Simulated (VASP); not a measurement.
# Li (P6_3/mmc) in VASP: notebook, part 2 of 2

VASP 6.6.1. The steps go on from the part before.

## Step 3: Single point, revPBE (volume scaled by 0.96)

INCAR

```
SYSTEM = Li
ALGO = Normal
EDIFF = 1E-6
ENCUT = 520
GGA = RE
ISIF = 2
ISMEAR = -1
LASPH = .True.
LCHARG = .False.
LREAL = .False.
LWAVE = .False.
NBANDS = 10
NELM = 60
PREC = Accurate
SIGMA = 0.1
```

KPOINTS

```
k-points
0
Gamma
  13 13 7
  0 0 0
```

POSCAR

```
Li
1.0
    3.0627669321      0.0000000000      0.0000000000
   -1.5313834661      2.6524339691      0.0000000000
    0.0000000000      0.0000000000      4.9965680726
Li
2
Direct
    0.3333333333      0.6666666667      0.2500000000
    0.6666666667      0.3333333333      0.7500000000
```

Potentials or basis: VASP PAW PBE potentials, release 64 (Li_sv).

The run is started by

```sh
$ cat potpaw_PBE.64/Li_sv/POTCAR > POTCAR
$ mpirun -np 1 vasp_std > vasp.out
```

OUTCAR:

```text
SYSTEM = Li
   EDIFF = 1E-6
   ENCUT = 520
   GGA = RE
   ISIF = 2
   ISMEAR = -1
   LASPH = .True.
   LREAL = .False.
   NELM = 60
   PREC = Accurate

 ion  position               nearest neighbor table
   1  0.333  0.667  0.250-
   2  0.667  0.333  0.750-

  LATTYP: Found a hexagonal cell.
 ALAT       =     3.0627669321
 C/A-ratio  =     1.6313902374

  Lattice vectors:

 A1 = (   3.0627669321,   0.0000000000,   0.0000000000)
 A2 = (  -1.5313834661,   2.6524339691,   0.0000000000)
 A3 = (   0.0000000000,   0.0000000000,   4.9965680726)

Analysis of symmetry for initial positions (statically):
=====================================================================
 Subroutine PRICEL returns:
 Original cell was already a primitive cell.

 Routine SETGRP: Setting up the symmetry group for a
 hexagonal supercell.

 Subroutine GETGRP returns: Found 24 space group operations
 (whereof 12 operations were pure point group operations)
 out of a pool of 24 trial point group operations.

The static configuration has the point symmetry D_3d.
 The point group associated with its full space group is D_6h.

Analysis of symmetry for dynamics (positions and initial velocities):
=====================================================================
 Subroutine PRICEL returns:
 Original cell was already a primitive cell.

 Routine SETGRP: Setting up the symmetry group for a
 hexagonal supercell.

 Subroutine GETGRP returns: Found 24 space group operations
 (whereof 12 operations were pure point group operations)
 out of a pool of 24 trial point group operations.

The dynamic configuration has the point symmetry D_3d.
 The point group associated with its full space group is D_6h.

 Subroutine INISYM returns: Found 24 space group operations
[... 112 lines left out ...]
   ISMEAR =    -1;   SIGMA  =   0.10  broadening in eV -4-tet -1-fermi 0-gaus
   EFERMI_NEDOS =   21; number of points for ismear=-14 and -15
   IALGO  =     38    algorithm
   IMIX   =      4    mixing-type and parameters
     AMIX     =   0.40;   BMIX     =  1.00
     AMIX_MAG =   1.60;   BMIX_MAG =  1.00
  volume/ion in A,a.u.               =      20.30       136.96
  Fermi-wavevector in a.u.,A,eV,Ry     =   0.865596  1.635739 10.194248  0.749256
  Thomas-Fermi vector in A             =   1.983862
   LORBIT       =      0    0 simple, 1 ext, 2 COOP (PROOUT), +10 PAW based schemes
   GGA     = RE    functional components
   LHFCALC =     F    Hartree Fock is set to
   AEXX    =    0.0000 exact exchange contribution
   IVDW    =     0    specifies the selected vdW correction
   LEPSILON=     F    determine dielectric tensor
   LRPA    =     F    only Hartree local field effects (RPA)
 non-spin polarized calculation
  energy-cutoff  :      520.00
  volume of cell :       40.59
 maximum number of plane-waves:      1106
 NGX is ok and might be reduce to    24
   NGX = 11   NGY = 11   NGZ = 19

 number of electron       5.9999998 magnetization

 Free energy of the ion-electron system (eV)
  ---------------------------------------------------
  ext. energy  EPLUGINS =         0.00000000
  ---------------------------------------------------
  free energy    TOTEN  =        -3.63097042 eV

  energy without entropy =       -3.59697114  energy(sigma->0) =       -3.61397078

 E-fermi :   0.6891     XC(G=0):  -6.9594

 val. band max:        0.6873476283   @ k =   0.4615   0.0000   0.2857
 cond. band min:       0.6907388226   @ k =   0.0000   0.0000   0.0000
 fundamental gap:      0.0033911943
 Fermi energy:         0.6891360613

 k-point     1 :       0.0000    0.0000    0.0000
  band No.  band energies     occupation
      1     -45.9887      2.00000
      2     -45.9713      2.00000
      3      -2.8845      2.00000
      4       0.6907      0.99199
      5       3.6221      0.00000
      6      13.2859      0.00000
      7      13.2860      0.00000
      8      14.6750      0.00000
      9      14.6750      0.00000
     10      15.3827      0.00000
[... 287 lines left out ...]
 k-point    24 :       0.1538    0.0000    0.1429
  band No.  band energies     occupation
      1     -45.9846      2.00000
      2     -45.9705      2.00000
      3      -2.4134      2.00000
      4       0.6614      1.13765
      5       4.5014      0.00000
      6      10.3754      0.00000
      7      11.6567      0.00000
      8      13.8009      0.00000
      9      14.0362      0.00000
     10      14.8142      0.00000

 [... further k-points ...]
[... 5 lines left out ...]
  --------------------------------------------------------------------------------------
  -------------------------------------------------------------------------------------
  Total        0.1102393      0.1102393      0.1652238     -0.0000000      0.0000000      0.0000000
  in kB        4.3512768      4.3512768      6.5215819     -0.0000000      0.0000000      0.0000000
  external PRESSURE =       5.0747118 kB  Pullay stress =       0.0000000 kB

 VOLUME and BASIS-vectors are now :
 -----------------------------------------------------------------------------
  energy-cutoff  :      520.00
  volume of cell :       40.59
      direct lattice vectors                 reciprocal lattice vectors
     3.062766932  0.000000000  0.000000000     0.326502154  0.188506106  0.000000000
    -1.531383466  2.652433969  0.000000000     0.000000000  0.377012213  0.000000000
     0.000000000  0.000000000  4.996568073     0.000000000  0.000000000  0.200137371

 POSITION                                       TOTAL-FORCE (eV/Angst)
 -----------------------------------------------------------------------------------
     -0.00000      1.76829      1.24914         0.000000      0.000000      0.000000
      1.53138      0.88414      3.74743        -0.000000     -0.000000      0.000000
 -----------------------------------------------------------------------------------
    total drift:                                0.000000     -0.000000      0.000000

  FREE ENERGIE OF THE ION-ELECTRON SYSTEM (eV)
  ---------------------------------------------------
  free  energy   TOTEN  =        -3.6309704231 eV

  energy  without entropy=       -3.5969711404  energy(sigma->0) =       -3.61397078
```

stdout:

```text
POSCAR found type information on POSCAR Li
 POSCAR found :  1 types and       2 ions
 scaLAPACK will be used
 -----------------------------------------------------------------------------
|                                                                             |
|                                                                             |
|     You enforced a specific xc type in the INCAR file but a different       |
|     I HOPE YOU KNOW WHAT YOU ARE DOING!                                     |
|                                                                             |
 -----------------------------------------------------------------------------

 LDA part: xc-table for (Slater+PW92), standard interpolation
 POSCAR, INCAR and KPOINTS ok, starting setup
 FFT: planning ... GRIDC
 FFT: planning ... GRID_SOFT
 FFT: planning ... GRID
 WAVECAR not read
 entering main loop
```

Run time: 18 s. Hardware: 1 thread of Intel Xeon 6975P-C, shared host; peak memory 0.16 GiB.

Results:

```yaml
Free_energy: -3.6310 eV
Band_gap_on_the_k_mesh: zero (band 3 reaches 2.33 eV, above the bottom of band 4 at -1.42 eV)
```

Caveat: the cell differs from its parent crystal (volume scaled by 0.96); the cutoff is under 1.25 times the usual one of these potentials, so pressure, stress and relaxed cells hold a basis-set (Pulay) error; the PAW data sets were made with another functional, which shifts forces and pressure a little.

## Step 4: Single point, revPBE

This run uses another cell than the first one, of 21.14 Å³/atom, 1.087 times its volume.

INCAR

```
PREC = Accurate ; ENCUT = 520
EDIFF = 1E-6 ; ISMEAR = -1
SIGMA = 0.1 ; LREAL = F
LASPH = T ; NELM = 80
ALGO = Normal ; ISIF = 2
LWAVE = F ; LCHARG = F
GGA = RE ; NBANDS = 10
```

KPOINTS

```
Automatic mesh
0
Gamma
  13 13 7
```

POSCAR

```
Li
1.0
    3.1047278578      0.0000000000      0.0000000000
   -1.5523639289      2.6887731967      0.0000000000
    0.0000000000      0.0000000000      5.0650227170
Li
2
Direct
    0.3333333333      0.6666666667      0.2500000000
    0.6666666667      0.3333333333      0.7500000000
```

Potentials or basis: VASP PAW PBE potentials, release 64 (Li_sv).

The run is started by

```sh
$ cat potpaw_PBE.64/Li_sv/POTCAR > POTCAR
$ mpirun -np 1 vasp_std > vasp.out
```

OUTCAR:

```text
PREC = Accurate
   ENCUT = 520
   EDIFF = 1E-6
   ISMEAR = -1
   LREAL = F
   LASPH = T
   NELM = 80
   ISIF = 2
   GGA = RE

 ion  position               nearest neighbor table
   1  0.333  0.667  0.250-
   2  0.667  0.333  0.750-

  LATTYP: Found a hexagonal cell.
 ALAT       =     3.1047278578
 C/A-ratio  =     1.6313902374

  Lattice vectors:

 A1 = (   3.1047278578,   0.0000000000,   0.0000000000)
 A2 = (  -1.5523639289,   2.6887731967,   0.0000000000)
 A3 = (   0.0000000000,   0.0000000000,   5.0650227170)

Analysis of symmetry for initial positions (statically):
=====================================================================
 Subroutine PRICEL returns:
 Original cell was already a primitive cell.

 Routine SETGRP: Setting up the symmetry group for a
 hexagonal supercell.

 Subroutine GETGRP returns: Found 24 space group operations
 (whereof 12 operations were pure point group operations)
 out of a pool of 24 trial point group operations.

The static configuration has the point symmetry D_3d.
 The point group associated with its full space group is D_6h.

Analysis of symmetry for dynamics (positions and initial velocities):
=====================================================================
 Subroutine PRICEL returns:
 Original cell was already a primitive cell.

 Routine SETGRP: Setting up the symmetry group for a
 hexagonal supercell.

 Subroutine GETGRP returns: Found 24 space group operations
 (whereof 12 operations were pure point group operations)
 out of a pool of 24 trial point group operations.

The dynamic configuration has the point symmetry D_3d.
[... 112 lines left out ...]
   NUPDOWN=      -1.0000    fix difference up-down
   EMIN   =  10.00;   EMAX   =-10.00  energy-range for DOS
   EFERMI =   0.00;   METHOD = LEGACY
   ISMEAR =    -1;   SIGMA  =   0.10  broadening in eV -4-tet -1-fermi 0-gaus
   EFERMI_NEDOS =   21; number of points for ismear=-14 and -15
   IALGO  =     38    algorithm
   IMIX   =      4    mixing-type and parameters
     AMIX     =   0.40;   BMIX     =  1.00
     AMIX_MAG =   1.60;   BMIX_MAG =  1.00
  volume/ion in A,a.u.               =      21.14       142.67
  Fermi-wavevector in a.u.,A,eV,Ry     =   0.853897  1.613632  9.920556  0.729140
  Thomas-Fermi vector in A             =   1.970410
   LORBIT       =      0    0 simple, 1 ext, 2 COOP (PROOUT), +10 PAW based schemes
   GGA     = RE    functional components
   LHFCALC =     F    Hartree Fock is set to
   AEXX    =    0.0000 exact exchange contribution
   IVDW    =     0    specifies the selected vdW correction
   LEPSILON=     F    determine dielectric tensor
   LRPA    =     F    only Hartree local field effects (RPA)
 non-spin polarized calculation
  energy-cutoff  :      520.00
  volume of cell :       42.28
 maximum number of plane-waves:      1156
 NGX is ok and might be reduce to    24
   NGX = 11   NGY = 11   NGZ = 19

 number of electron       5.9999992 magnetization

 Free energy of the ion-electron system (eV)
  ---------------------------------------------------
  ext. energy  EPLUGINS =         0.00000000
  ---------------------------------------------------
  free energy    TOTEN  =        -3.63445970 eV

  energy without entropy =       -3.60020008  energy(sigma->0) =       -3.61732989

 E-fermi :   0.5756     XC(G=0):  -6.8631

 val. band max:        0.5511843473   @ k =   0.1538   0.0000   0.1429
 cond. band min:       0.5791110087   @ k =   0.4615   0.0000   0.2857
 fundamental gap:      0.0279266614
 Fermi energy:         0.5755717676

 k-point     1 :       0.0000    0.0000    0.0000
  band No.  band energies     occupation
      1     -46.1722      2.00000
      2     -46.1575      2.00000
      3      -2.9431      2.00000
      4       0.5937      0.90963
      5       3.3797      0.00000
      6      12.8190      0.00000
      7      12.8191      0.00000
      8      14.1750      0.00000
      9      14.1751      0.00000
     10      14.8504      0.00000
[... 287 lines left out ...]
 k-point    24 :       0.1538    0.0000    0.1429
  band No.  band energies     occupation
      1     -46.1688      2.00000
      2     -46.1569      2.00000
      3      -2.4794      2.00000
      4       0.5512      1.12134
      5       4.2607      0.00000
      6       9.9861      0.00000
      7      11.2433      0.00000
      8      13.3238      0.00000
      9      13.5420      0.00000
     10      14.3002      0.00000

 [... further k-points ...]
[... 5 lines left out ...]
  --------------------------------------------------------------------------------------
  -------------------------------------------------------------------------------------
  Total       -0.0303127     -0.0303127      0.0200306      0.0000000      0.0000000      0.0000000
  in kB       -1.1486195     -1.1486195      0.7590079      0.0000000      0.0000000      0.0000000
  external PRESSURE =      -0.5127437 kB  Pullay stress =       0.0000000 kB

 VOLUME and BASIS-vectors are now :
 -----------------------------------------------------------------------------
  energy-cutoff  :      520.00
  volume of cell :       42.28
      direct lattice vectors                 reciprocal lattice vectors
     3.104727858  0.000000000  0.000000000     0.322089422  0.185958414  0.000000000
    -1.552363929  2.688773197  0.000000000     0.000000000  0.371916829  0.000000000
     0.000000000  0.000000000  5.065022717     0.000000000  0.000000000  0.197432481

 POSITION                                       TOTAL-FORCE (eV/Angst)
 -----------------------------------------------------------------------------------
     -0.00000      1.79252      1.26626         0.000000      0.000000      0.000000
      1.55236      0.89626      3.79877        -0.000000     -0.000000      0.000000
 -----------------------------------------------------------------------------------
    total drift:                               -0.000000      0.000000      0.000000

  FREE ENERGIE OF THE ION-ELECTRON SYSTEM (eV)
  ---------------------------------------------------
  free  energy   TOTEN  =        -3.6344597008 eV

  energy  without entropy=       -3.6002000806  energy(sigma->0) =       -3.61732989
```

stdout:

```text
POSCAR found type information on POSCAR Li
 POSCAR found :  1 types and       2 ions
 scaLAPACK will be used
 -----------------------------------------------------------------------------
|                                                                             |
|                                                                             |
|     You enforced a specific xc type in the INCAR file but a different       |
|     I HOPE YOU KNOW WHAT YOU ARE DOING!                                     |
|                                                                             |
 -----------------------------------------------------------------------------

 LDA part: xc-table for (Slater+PW92), standard interpolation
 POSCAR, INCAR and KPOINTS ok, starting setup
 FFT: planning ... GRIDC
 FFT: planning ... GRID_SOFT
 FFT: planning ... GRID
 WAVECAR not read
 entering main loop
```

It took 18 s on 1 thread of Intel Xeon 6975P-C, shared host; peak memory 0.16 GiB.

What came out:

| Quantity | Value |
| --- | --- |
| Free energy | -3.6345 eV |
| Band gap on the k mesh | zero (band 3 reaches 2.18 eV, above the bottom of band 4 at -1.50 eV) |

Caveat: the cutoff is under 1.25 times the usual one of these potentials, so pressure, stress and relaxed cells hold a basis-set (Pulay) error; the PAW data sets were made with another functional, which shifts forces and pressure a little.

## Step 5: Summary

| cell | gap on the mesh (eV) |
| --- | --- |
| a = 3.020, b = 3.020, c = 4.926 Å, angles 90.0, 90.0, 120.0°, 2 atoms | none |
| a = 3.063, b = 3.063, c = 4.997 Å, angles 90.0, 90.0, 120.0°, 2 atoms | none |
| a = 3.105, b = 3.105, c = 5.065 Å, angles 90.0, 90.0, 120.0°, 2 atoms | none |

Alike in all rows: task single point; level revPBE; potentials or basis VASP PAW PBE potentials, release 64 (Li_sv); no spin polarisation; k mesh 13 × 13 × 7; cutoff (eV) 520; smearing fermi-dirac 0.1 eV.

Caveats: the cutoff is under 1.25 times the usual one of these potentials, so pressure, stress and relaxed cells hold a basis-set (Pulay) error; the PAW data sets were made with another functional, which shifts forces and pressure a little.

Total energies depend on the potentials used, so only differences within one code and one set of settings carry meaning.
